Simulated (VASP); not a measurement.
# ZnS (P6_3mc) in VASP: further runs

ZnS is run at these levels: PBEsol; tasks: single point.

All numbers are computed with VASP 6.6.1; they aren't measurements. Logs are shortened: lines on timing, memory, paths and dates and some standing lists are left out, and cuts for length are marked.

### Step 1. The cell of the first run

It takes space group P6_3mc (No. 186, hexagonal). Conventional cell: a = 3.752 Å, b = 3.752 Å, c = 18.904 Å, α = 90.00°, β = 90.00°, γ = 120.00°. Within 3.0 Å of Zn (site symmetry 3m) lie 4 S at 2.31 to 2.36 Å. Zn (site symmetry 3m) has 4 S at 2.31 to 2.36 Å within 3.0 Å. Zn (site symmetry 3m) has 4 S at 2.30 to 2.36 Å within 3.0 Å. S (site symmetry 3m) has 4 Zn at 2.31 to 2.36 Å within 3.0 Å. Within 3.0 Å of S (site symmetry 3m) lie 4 Zn at 2.30 to 2.36 Å. Within 3.0 Å of S (site symmetry 3m) lie 4 Zn at 2.31 to 2.36 Å.

### Step 2. Single point, PBEsol (19.21 Å³/atom, c/a of the conventional cell at fixed volume 5.0381)

INCAR reads:

```
SYSTEM = ZnS
PREC     = Accurate       ! precision mode
ENCUT    = 520            ! plane-wave cutoff, eV
EDIFF    = 1E-6           ! SCF threshold, eV
ISMEAR   = 0              ! smearing method
SIGMA    = 0.05           ! smearing width, eV
LREAL    = .FALSE.        ! projectors in reciprocal space
LASPH    = .TRUE.         ! aspherical terms in the spheres
NELM     = 60             ! most SCF steps
ALGO     = Normal         ! electronic algorithm
ISIF     = 2              ! what is computed and relaxed
LWAVE    = .FALSE.        ! write WAVECAR
LCHARG   = .FALSE.        ! write CHGCAR
GGA      = PS             ! functional
NBANDS   = 66             ! bands
```

KPOINTS reads:

```
Automatic mesh
0
G
  9 9 2
  0 0 0
```

POSCAR reads:

```
ZnS
1.0
    3.7521540119      0.0000000000      0.0000000000
   -1.8760770060      3.2494606933      0.0000000000
    0.0000000000      0.0000000000     18.9037271276
Zn S
6 6
Direct
    0.0000000000      0.0000000000      0.0000277175
    0.0000000000      0.0000000000      0.5000277175
    0.3333333333      0.6666666667      0.1668215992
    0.6666666667      0.3333333333      0.6668215992
    0.6666666667      0.3333333333      0.3332753580
    0.3333333333      0.6666666667      0.8332753580
    0.0000000000      0.0000000000      0.1251125986
    0.0000000000      0.0000000000      0.6251125986
    0.3333333333      0.6666666667      0.2916367831
    0.6666666667      0.3333333333      0.7916367831
    0.6666666667      0.3333333333      0.4581259436
    0.3333333333      0.6666666667      0.9581259436
```

Potentials or basis: VASP PAW PBE potentials, release 64 (Zn, S).

On the command line:

```console
$ cat potpaw_PBE.64/Zn/POTCAR potpaw_PBE.64/S/POTCAR > POTCAR
$ mpirun -np 1 vasp_std > vasp.out
```

OUTCAR:

```text
SYSTEM = ZnS
   PREC = Accurate
   ENCUT = 520
   EDIFF = 1E-6
   ISMEAR = 0
   LREAL = .FALSE.
   LASPH = .TRUE.
   NELM = 60
   ISIF = 2
   GGA = PS

 ion  position               nearest neighbor table
   1  0.000  0.000  0.000-  12 2.31  12 2.31  12 2.31   7 2.36
   2  0.000  0.000  0.500-  11 2.31  11 2.31  11 2.31   8 2.36
   3  0.333  0.667  0.167-   7 2.31   7 2.31   7 2.31   9 2.36
   4  0.667  0.333  0.667-   8 2.31   8 2.31   8 2.31  10 2.36
   5  0.667  0.333  0.333-   9 2.30   9 2.30   9 2.30  11 2.36
   6  0.333  0.667  0.833-  10 2.30  10 2.30  10 2.30  12 2.36
   7  0.000  0.000  0.125-   3 2.31   3 2.31   3 2.31   1 2.36
   8  0.000  0.000  0.625-   4 2.31   4 2.31   4 2.31   2 2.36
   9  0.333  0.667  0.292-   5 2.30   5 2.30   5 2.30   3 2.36
  10  0.667  0.333  0.792-   6 2.30   6 2.30   6 2.30   4 2.36
  11  0.667  0.333  0.458-   2 2.31   2 2.31   2 2.31   5 2.36
  12  0.333  0.667  0.958-   1 2.31   1 2.31   1 2.31   6 2.36

  LATTYP: Found a hexagonal cell.
 ALAT       =     3.7521540119
 C/A-ratio  =     5.0381000001

  Lattice vectors:

 A1 = (   3.7521540119,   0.0000000000,   0.0000000000)
 A2 = (  -1.8760770060,   3.2494606933,   0.0000000000)
 A3 = (   0.0000000000,   0.0000000000,  18.9037271276)

Analysis of symmetry for initial positions (statically):
=====================================================================
 Subroutine PRICEL returns:
 Original cell was already a primitive cell.

 Routine SETGRP: Setting up the symmetry group for a
 hexagonal supercell.

 Subroutine GETGRP returns: Found 12 space group operations
 (whereof  6 operations were pure point group operations)
 out of a pool of 24 trial point group operations.

The static configuration has the point symmetry C_3v.
 The point group associated with its full space group is C_6v.

Analysis of symmetry for dynamics (positions and initial velocities):
=====================================================================
 Subroutine PRICEL returns:
 Original cell was already a primitive cell.

 Routine SETGRP: Setting up the symmetry group for a
 hexagonal supercell.

 Subroutine GETGRP returns: Found 12 space group operations
 (whereof  6 operations were pure point group operations)
 out of a pool of 24 trial point group operations.

The dynamic configuration has the point symmetry C_3v.
 The point group associated with its full space group is C_6v.

 Subroutine INISYM returns: Found 12 space group operations
 (whereof  6 operations are pure point group operations),
 and found     1 'primitive' translations

----------------------------------------------------------------------------------------

                                     Primitive cell

  volume of cell :     230.4833

  direct lattice vectors                    reciprocal lattice vectors
     3.752154012  0.000000000  0.000000000     0.266513580  0.153871687  0.000000000
    -1.876077006  3.249460693  0.000000000     0.000000000  0.307743375  0.000000000
     0.000000000  0.000000000 18.903727128     0.000000000  0.000000000  0.052899621

  length of vectors
     3.752154012  3.752154012 18.903727128     0.307743375  0.307743375  0.052899621

  position of ions in fractional coordinates (direct lattice)
     0.000000000  0.000000000  0.000027717
     0.000000000  0.000000000  0.500027717
     0.333333333  0.666666667  0.166821599
     0.666666667  0.333333333  0.666821599
     0.666666667  0.333333333  0.333275358
     0.333333333  0.666666667  0.833275358
     0.000000000  0.000000000  0.125112599
     0.000000000  0.000000000  0.625112599
     0.333333333  0.666666667  0.291636783
     0.666666667  0.333333333  0.791636783
     0.666666667  0.333333333  0.458125944
     0.333333333  0.666666667  0.958125944

  ion indices of the primitive-cell ions
   primitive index   ion index
                 1           1
                 2           2
                 3           3
                 4           4
                 5           5
                 6           6
                 7           7
                 8           8
                 9           9
                10          10
                11          11
                12          12

----------------------------------------------------------------------------------------

 KPOINTS: Automatic mesh

Automatic generation of k-mesh.
 Grid dimensions read from file:
 generate k-points for:    9    9    2

 Generating k-lattice:

  Cartesian coordinates                     Fractional coordinates (reciprocal lattice)
     0.029612620  0.017096854  0.000000000     0.111111111  0.000000000  0.000000000
     0.000000000  0.034193708  0.000000000     0.000000000  0.111111111  0.000000000
     0.000000000  0.000000000  0.026449810     0.000000000  0.000000000  0.500000000

  Length of vectors
     0.034193708  0.034193708  0.026449810

  Shift w.r.t. Gamma in fractional coordinates (k-lattice)
     0.000000000  0.000000000  0.000000000

 Subroutine IBZKPT returns following result:
 ===========================================

 Found     24 irreducible k-points:

 Following reciprocal coordinates:
            Coordinates               Weight
  0.000000  0.000000  0.000000      1.000000
  0.111111  0.000000  0.000000      6.000000
  0.222222  0.000000  0.000000      6.000000
  0.333333  0.000000  0.000000      6.000000
  0.444444  0.000000  0.000000      6.000000
  0.111111  0.111111  0.000000      6.000000
[... 16 lines left out ...]
  0.333333  0.222222  0.500000     12.000000
  0.333333  0.333333  0.500000      2.000000
   k-points           NKPTS =     24   k-points in BZ     NKDIM =     24   number of bands    NBANDS=     66
   number of dos      NEDOS =    301   number of ions     NIONS =     12
   total plane-waves  NPLWV = 112896
   dimension x,y,z NGX =    28 NGY =   28 NGZ =  144
   dimension x,y,z NGXF=    56 NGYF=   56 NGZF=  288
   ions per type =               6   6
   NGX,Y,Z   is equivalent  to a cutoff of  12.41, 12.41, 12.66 a.u.
   NGXF,Y,Z  is equivalent  to a cutoff of  24.81, 24.81, 25.33 a.u.
 SYSTEM =  ZnS
   PREC   = accura    normal or accurate (medium, high low for compatibility)
   ISTART =      0    job   : 0-new  1-cont  2-samecut
   ICHARG =      2    charge: 1-file 2-atom 10-const
   ISPIN  =      1    spin polarized calculation?
   LNONCOLLINEAR =      F non collinear calculations
   LSORBIT =      F    spin-orbit coupling
   LASPH  =      T    aspherical Exc in radial PAW
   ENCUT  =  520.0 eV  38.22 Ry    6.18 a.u.   6.98  6.98 35.15*2*pi/ulx,y,z
   NELM   =     60;   NELMIN=  2; NELMDL= -5     # of ELM steps
   EDIFF  = 0.1E-05   stopping-criterion for ELM
   LREAL  =      F    real-space projection
   EDIFFG = 0.1E-04   stopping-criterion for IOM
   NSW    =      0    number of steps for IOM
   IBRION =     -1    ionic relax: 0-MD 1-quasi-New 2-CG
   NFREE  =      0    steps in history (QN), initial steepest desc. (CG)
   ISIF   =      2    stress and relaxation
   ISYM   =      2    0-nonsym 1-usesym 2-fastsym
   POTIM  = 0.5000    time-step for ionic-motion
   TEBEG  =    0.0;   TEEND  =   0.0 temperature during run
   PSTRESS=    0.0 pullay stress
   NELECT =     108.0000    total number of electrons
   NUPDOWN=      -1.0000    fix difference up-down
   EMIN   =  10.00;   EMAX   =-10.00  energy-range for DOS
   EFERMI =   0.00;   METHOD = LEGACY
   ISMEAR =     0;   SIGMA  =   0.05  broadening in eV -4-tet -1-fermi 0-gaus
   EFERMI_NEDOS =   21; number of points for ismear=-14 and -15
   IALGO  =     38    algorithm
   IMIX   =      4    mixing-type and parameters
     AMIX     =   0.40;   BMIX     =  1.00
     AMIX_MAG =   1.60;   BMIX_MAG =  1.00
  volume/ion in A,a.u.               =      19.21       129.61
  Fermi-wavevector in a.u.,A,eV,Ry     =   1.271558  2.402897 21.998724  1.616861
  Thomas-Fermi vector in A             =   2.404485
   LORBIT       =      0    0 simple, 1 ext, 2 COOP (PROOUT), +10 PAW based schemes
   GGA     = PS    functional components
   LHFCALC =     F    Hartree Fock is set to
   AEXX    =    0.0000 exact exchange contribution
   IVDW    =     0    specifies the selected vdW correction
   LEPSILON=     F    determine dielectric tensor
   LRPA    =     F    only Hartree local field effects (RPA)
 non-spin polarized calculation
 Gauss-broadening in eV      SIGMA  =   0.05
  energy-cutoff  :      520.00
  volume of cell :      230.48
 maximum number of plane-waves:      6239
 NGX is ok and might be reduce to    28

 number of electron     108.0000004 magnetization

 Free energy of the ion-electron system (eV)
  ---------------------------------------------------
  ext. energy  EPLUGINS =         0.00000000
  ---------------------------------------------------
  free energy    TOTEN  =       -45.47561129 eV

  energy without entropy =      -45.47561129  energy(sigma->0) =      -45.47561129

 E-fermi :   2.5290     XC(G=0):  -9.9736

 val. band max:        2.3082975011   @ k =   0.0000   0.0000   0.0000
 cond. band min:       4.3716375524   @ k =   0.0000   0.0000   0.0000
 fundamental gap:      2.0633400513
 Fermi energy:         2.5289942456

 k-point     1 :       0.0000    0.0000    0.0000
  band No.  band energies     occupation
      1     -11.0845      2.00000
      2     -10.8854      2.00000
      3     -10.8768      2.00000
      4     -10.4233      2.00000
      5     -10.4145      2.00000
      6     -10.1507      2.00000
[... 58 lines left out ...]
     65       8.6493      0.00000
     66       8.8712      0.00000

 k-point     2 :       0.1111    0.0000    0.0000
  band No.  band energies     occupation
      1     -10.9938      2.00000
      2     -10.8009      2.00000
      3     -10.7925      2.00000
      4     -10.3562      2.00000
      5     -10.3473      2.00000
      6     -10.0958      2.00000
[... 58 lines left out ...]
     65       8.7100      0.00000
     66       8.8995      0.00000

 k-point     3 :       0.2222    0.0000    0.0000
  band No.  band energies     occupation
      1     -10.7435      2.00000
      2     -10.5706      2.00000
      3     -10.5629      2.00000
      4     -10.1808      2.00000
      5     -10.1716      2.00000
      6      -9.9580      2.00000
[... 1438 lines left out ...]
     65       8.6420      0.00000
     66       8.6420      0.00000

 k-point    24 :       0.3333    0.3333    0.5000
  band No.  band energies     occupation
      1      -9.8265      2.00000
      2      -9.8265      2.00000
      3      -9.8173      2.00000
      4      -9.8173      2.00000
      5      -9.8077      2.00000
      6      -9.8077      2.00000
[... 58 lines left out ...]
     65       9.0941      0.00000
     66       9.0941      0.00000

------------------------ aborting loop because EDIFF is reached ----------------------------------------

  FORCE on cell =-STRESS in cart. coord.  units (eV):
  Direction    XX          YY          ZZ          XY          YZ          ZX
  --------------------------------------------------------------------------------------
  -------------------------------------------------------------------------------------
  Total        2.2727814      2.2727814     -3.1840254     -0.0000000      0.0000000     -0.0000000
  in kB       15.7989730     15.7989730    -22.1333790     -0.0000000      0.0000000     -0.0000000
  external PRESSURE =       3.1548557 kB  Pullay stress =       0.0000000 kB

 VOLUME and BASIS-vectors are now :
 -----------------------------------------------------------------------------
  energy-cutoff  :      520.00
  volume of cell :      230.48
      direct lattice vectors                 reciprocal lattice vectors
     3.752154012  0.000000000  0.000000000     0.266513580  0.153871687  0.000000000
    -1.876077006  3.249460693  0.000000000     0.000000000  0.307743375  0.000000000
     0.000000000  0.000000000 18.903727128     0.000000000  0.000000000  0.052899621

 POSITION                                       TOTAL-FORCE (eV/Angst)
 -----------------------------------------------------------------------------------
      0.00000      0.00000      0.00052        -0.000000      0.000000      0.165876
      0.00000      0.00000      9.45239         0.000000      0.000000      0.165876
     -0.00000      2.16631      3.15355        -0.000000      0.000000      0.171319
      1.87608      1.08315     12.60541        -0.000000      0.000000      0.171319
      1.87608      1.08315      6.30015        -0.000000      0.000000      0.171812
     -0.00000      2.16631     15.75201         0.000000     -0.000000      0.171812
      0.00000      0.00000      2.36509         0.000000      0.000000     -0.171477
      0.00000      0.00000     11.81696        -0.000000     -0.000000     -0.171477
     -0.00000      2.16631      5.51302         0.000000      0.000000     -0.172992
      1.87608      1.08315     14.96489        -0.000000      0.000000     -0.172992
      1.87608      1.08315      8.66029         0.000000      0.000000     -0.164536
     -0.00000      2.16631     18.11215        -0.000000      0.000000     -0.164536
 -----------------------------------------------------------------------------------
    total drift:                               -0.000003     -0.000005     -0.001062

  FREE ENERGIE OF THE ION-ELECTRON SYSTEM (eV)
  ---------------------------------------------------
  free  energy   TOTEN  =       -45.4756112926 eV

  energy  without entropy=      -45.4756112926  energy(sigma->0) =      -45.47561129
```

Wall time 15 min (1 thread of Oxide Virtual Turin-like, shared host); peak memory 0.45 GiB.

Results:

```yaml
Free_energy: -45.4756 eV
Pressure: 0.3 GPa
Largest_force: 0.173 eV/Å
Band_gap_on_the_k_mesh: 2.06 eV
```

Forces in eV/Å, atoms in the order of the input:
```
Zn   0.000  0.000  0.166
Zn   0.000  0.000  0.166
Zn   0.000  0.000  0.171
Zn   0.000  0.000  0.171
Zn   0.000  0.000  0.172
Zn   0.000  0.000  0.172
S    0.000  0.000 -0.171
S    0.000  0.000 -0.171
S    0.000  0.000 -0.173
S    0.000  0.000 -0.173
S    0.000  0.000 -0.165
S    0.000  0.000 -0.165
```

Levels at points of the mesh, in eV from the valence-band top:
| k point | band 50 | band 51 | band 52 | band 53 | band 54 | band 55 | band 56 | band 57 | band 58 | band 59 |
| --- | --- | --- | --- | --- | --- | --- | --- | --- | --- | --- |
| (0.00, 0.00, 0.00) | -0.23 | -0.23 | -0.14 | 0.00 | 0.00 | 2.06 | 3.23 | 3.32 | 3.35 | 3.40 |
| (0.00, 0.00, 0.50) | -0.45 | -0.07 | -0.07 | -0.07 | -0.07 | 2.58 | 2.58 | 3.34 | 3.34 | 3.56 |

Caveat: the cell differs from its parent crystal (c/a of the conventional cell at fixed volume 5.0381); the PAW data sets were made with another functional, which shifts forces and pressure a little.

### Step 3. Single point, PBEsol

This run uses another cell than the first one, of the same volume but with other edges.

INCAR reads:

```
SYSTEM = ZnS
PREC     = Accurate       ! precision mode
ENCUT    = 520            ! plane-wave cutoff, eV
EDIFF    = 1E-6           ! SCF threshold, eV
ISMEAR   = 0              ! smearing method
SIGMA    = 0.05           ! smearing width, eV
LREAL    = .False.        ! projectors in reciprocal space
LASPH    = .True.         ! aspherical terms in the spheres
NELM     = 100            ! most SCF steps
ALGO     = Normal         ! electronic algorithm
ISIF     = 2              ! what is computed and relaxed
LWAVE    = .False.        ! write WAVECAR
LCHARG   = .True.         ! write CHGCAR
GGA      = PS             ! functional
LELF     = .True.         ! ELF
LVHAR    = .True.       
NBANDS   = 66             ! bands
```

KPOINTS reads:

```
Automatic mesh
0
Gamma
  9 9 2
  0 0 0
```

POSCAR reads:

```
ZnS
1.0
    3.6893491457      0.0000000000      0.0000000000
   -1.8446745728      3.1950700836      0.0000000000
    0.0000000000      0.0000000000     19.5528126025
Zn S
6 6
Direct
    0.0000000000      0.0000000000      0.0000277175
    0.0000000000      0.0000000000      0.5000277175
    0.3333333333      0.6666666667      0.1568457412
    0.6666666667      0.3333333333      0.6568457412
    0.6666666667      0.3333333333      0.3332753580
    0.3333333333      0.6666666667      0.8332753580
    0.0000000000      0.0000000000      0.1251125986
    0.0000000000      0.0000000000      0.6251125986
    0.3333333333      0.6666666667      0.2916367831
    0.6666666667      0.3333333333      0.7916367831
    0.6666666667      0.3333333333      0.4581259436
    0.3333333333      0.6666666667      0.9581259436
```

Potentials or basis: VASP PAW PBE potentials, release 64 (Zn, S).

On the command line:

```console
$ cat potpaw_PBE.64/Zn/POTCAR potpaw_PBE.64/S/POTCAR > POTCAR
$ mpirun -np 1 vasp_std > vasp.out
```

It took 9.8 min on 1 thread of Oxide Virtual Turin-like, shared host; peak memory 0.45 GiB.

The run converged. Its results:

```
Free energy            : -44.7731 eV
Pressure               : 2.0 GPa
Largest force          : 1.310 eV/Å
Band gap on the k mesh : 1.79 eV
```

Forces on the atoms (eV/Å):
```
Zn   0.000  0.000  0.159
Zn   0.000  0.000  0.159
Zn   0.000  0.000  1.310
Zn   0.000  0.000  1.310
Zn   0.000  0.000  0.181
Zn   0.000  0.000  0.181
S    0.000  0.000 -0.868
S    0.000  0.000 -0.868
S    0.000  0.000 -0.583
S    0.000  0.000 -0.583
S    0.000  0.000 -0.199
S    0.000  0.000 -0.199
```

Stress tensor (GPa, compression positive):
```
 5.87  0.00  0.00
 0.00  5.87  0.00
 0.00  0.00 -5.69
```

Levels at points of the mesh, in eV from the valence-band top:
| k point | band 51 | band 52 | band 53 | band 54 | band 55 | band 56 | band 57 | band 58 |
| --- | --- | --- | --- | --- | --- | --- | --- | --- |
| (0.00, 0.00, 0.00) | -0.05 | -0.05 | 0.00 | 0.00 | 1.79 | 2.86 | 3.14 | 3.19 |
| (0.00, 0.00, 0.50) | -0.02 | -0.02 | -0.02 | -0.02 | 2.32 | 2.32 | 3.14 | 3.14 |

Caveat: the cell differs from its parent crystal (atoms shifted along a free coordinate, c/a of the conventional cell at fixed volume 5.2998); the stress differs along the axes, from -6 to 6 GPa; the PAW data sets were made with another functional, which shifts forces and pressure a little.
